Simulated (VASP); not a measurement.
# H3C8F in VASP: further runs, part 2 of 2

VASP 6.6.1.

**5. Single point, PBE**

File INCAR:

```
SYSTEM = H3C8F
ALGO = Normal
EDIFF = 1E-6
ENCUT = 520
GGA = PE
ISIF = 2
ISMEAR = -1
LASPH = .TRUE.
LCHARG = .TRUE.
LELF = .TRUE.
LREAL = Auto
LVHAR = .TRUE.
LWAVE = .FALSE.
NBANDS = 60
NELM = 100
PREC = Accurate
SIGMA = 0.02
```

File KPOINTS:

```
k-points
0
G
  2 2 1
  0 0 0
```

File POSCAR:

```
H3C8F
1.0
    5.0487420000      0.0000000000      0.0000000000
    2.5243710000      4.3723390000      0.0000000000
    0.0000000000      0.0000000000     15.7764260000
H C F
6 16 2
Direct
    0.1666721879      0.1666613682      0.0633857123
    0.6666779319      0.1666613682      0.0633857123
    0.1666715721      0.6666683439      0.0633857123
    0.6666575092      0.6666683439      0.0633857123
   -0.0469572151      0.5507807149      0.3694499629
    0.5052894331      0.4329490463      0.3699887414
    0.1666721879      0.1666613682      0.1331099959
    0.6666779319      0.1666613682      0.1331099959
    0.1666715721      0.6666683439      0.1331099959
    0.6666575092      0.6666683439      0.1331099959
   -0.1666613682      0.3333227364      0.1657726535
    0.3333443758      0.3333227364      0.1657726535
   -0.1666619840      0.8333297121      0.1657726535
    0.3333437600      0.8333297121      0.1657726535
   -0.1612573611      0.3030643324      0.2620682276
    0.3238595037      0.3261869677      0.2671454232
   -0.1538834566      0.8023851764      0.2604455534
    0.3191993524      0.8188752062      0.2614280319
    0.0006317429     -0.0293893040      0.2916503396
    0.4921689978     -0.0327742199      0.2935962809
    0.0234743918      0.4794001563      0.2954154509
    0.5135337531      0.4657003951      0.2966261180
    0.0424635232      0.9478450779      0.3749011341
    0.5369581126      0.8991297335      0.3864753652
```

Potentials or basis: VASP PAW PBE potentials, release 64 (H, C, F).

On the command line:

```bash
> cat potpaw_PBE.64/H/POTCAR potpaw_PBE.64/C/POTCAR potpaw_PBE.64/F/POTCAR > POTCAR
> mpirun -np 1 vasp_std > vasp.out
```

OUTCAR:

```text
SYSTEM = H3C8F
   EDIFF = 1E-6
   ENCUT = 520
   GGA = PE
   ISIF = 2
   ISMEAR = -1
   LASPH = .TRUE.
   LREAL = Auto
   NELM = 100
   PREC = Accurate

 ion  position               nearest neighbor table
   1  0.167  0.167  0.063-   7 1.10
   2  0.667  0.167  0.063-   8 1.10
   3  0.167  0.667  0.063-   9 1.10
   4  0.667  0.667  0.063-  10 1.10
   5  0.953  0.551  0.369-  21 1.22
   6  0.505  0.433  0.370-  22 1.17
   7  0.167  0.167  0.133-   1 1.10  14 1.55  11 1.55  12 1.55
[... 467 lines left out ...]
  Total        8.5669681      2.5911587      1.6726766     -1.2739213     10.0787283      2.1293649
  in kB       39.4123292     11.9206233      7.6951472     -5.8606738     46.3671809      9.7961414
  external PRESSURE =      19.6760332 kB  Pullay stress =       0.0000000 kB

 VOLUME and BASIS-vectors are now :
 -----------------------------------------------------------------------------
  energy-cutoff  :      520.00
  volume of cell :      348.26
      direct lattice vectors                 reciprocal lattice vectors
     5.048742000  0.000000000  0.000000000     0.198069143 -0.114355268  0.000000000
     2.524371000  4.372339000  0.000000000     0.000000000  0.228710537  0.000000000
     0.000000000  0.000000000 15.776426000     0.000000000  0.000000000  0.063385712

 POSITION                                       TOTAL-FORCE (eV/Angst)
 -----------------------------------------------------------------------------------
      1.26220      0.72870      1.00000        -0.020960     -0.073124     -0.188378
      3.78660      0.72870      1.00000        -0.077310     -0.069097     -0.177791
      2.52440      2.91490      1.00000        -0.020357     -0.083447     -0.198228
      5.04870      2.91490      1.00000        -0.057205     -0.070136     -0.145573
      6.20204      2.40820      5.82860         0.903203     -1.744736     -2.260470
      3.64400      1.89300      5.83710         0.914751      0.950118     -1.735421
[... 16 lines left out ...]
      2.60710      4.14430      5.91460        -1.029418      0.719599      3.844536
      4.98070      3.93130      6.09720         0.183711      1.539667     -1.200524
 -----------------------------------------------------------------------------------
    total drift:                                0.024720      0.009638     -0.050574

  FREE ENERGIE OF THE ION-ELECTRON SYSTEM (eV)
  ---------------------------------------------------
  free  energy   TOTEN  =      -172.6155395083 eV

  energy  without entropy=     -172.6155395083  energy(sigma->0) =     -172.61553951
```

OSZICAR:

```text
N       E                     dE             d eps       ncg     rms          rms(c)
DAV:   1     0.607772652007E+03    0.60777E+03   -0.38964E+04   480   0.121E+03
DAV:   2    -0.110086476287E+03   -0.71786E+03   -0.68536E+03   648   0.297E+02
DAV:   3    -0.180015922300E+03   -0.69929E+02   -0.69382E+02   568   0.948E+01
[... 17 lines left out ...]
DAV:  21    -0.172615525750E+03   -0.28277E-04   -0.17703E-06   424   0.487E-03    0.144E-03
DAV:  22    -0.172615533524E+03   -0.77743E-05   -0.40211E-07   400   0.328E-03    0.551E-04
DAV:  23    -0.172615538275E+03   -0.47505E-05   -0.36894E-07   360   0.265E-03    0.671E-04
DAV:  24    -0.172615539310E+03   -0.10347E-05   -0.97545E-08   392   0.136E-03    0.238E-04
DAV:  25    -0.172615539508E+03   -0.19878E-06   -0.42905E-08   360   0.679E-04
   1 F= -.17261554E+03 E0= -.17261554E+03  d E =-.117170E-11
```

Run time: 2.8 min. Hardware: 1 thread of Intel Xeon 6975P-C (Granite Rapids), shared host; peak memory 0.46 GiB.

What came out:

```yaml
Free_energy: -172.6155 eV
Largest_force: 7.297 eV/Å
Band_gap_on_the_k_mesh: 3.14 eV, direct
```

Forces in eV/Å, atoms in the order of the input:
```
H   -0.021 -0.073 -0.188
H   -0.077 -0.069 -0.178
H   -0.020 -0.083 -0.198
H   -0.057 -0.070 -0.146
H    0.903 -1.745 -2.260
H    0.915  0.950 -1.735
C    0.034  0.127  0.930
C   -0.114  0.061  1.164
C    0.020 -0.079  0.607
C   -0.012 -0.012  1.144
C   -0.306 -0.904 -1.274
C   -0.572 -0.576 -0.555
C   -0.140 -0.798 -2.006
C   -0.458 -0.661 -1.766
C    1.252  2.130  1.337
C    3.893 -4.026 -1.352
C   -2.169  1.517  0.728
C    2.781 -2.366  0.255
C    0.507  0.975 -1.952
C    2.205  0.343  0.834
C   -6.368  2.202  2.801
C   -1.347  0.897  1.167
F   -1.029  0.720  3.845
F    0.184  1.540 -1.201
```

Levels at points of the mesh, in eV from the valence-band top:
```
           k point  band 40  band 41  band 42  band 43  band 44  band 45
(0.00, 0.00, 0.00)    -1.44    -0.32     0.00     3.14     4.25     4.95
(0.50, 0.00, 0.00)    -2.22    -1.85    -1.58     4.47     4.54     4.90
(0.50, 0.50, 0.00)    -2.27    -1.89    -1.68     4.48     4.53     4.93
(0.00, 0.50, 0.00)    -2.35    -1.68    -1.44     4.31     4.49     4.68
```

Caveat: the k points lie up to 0.72 Å⁻¹ apart.
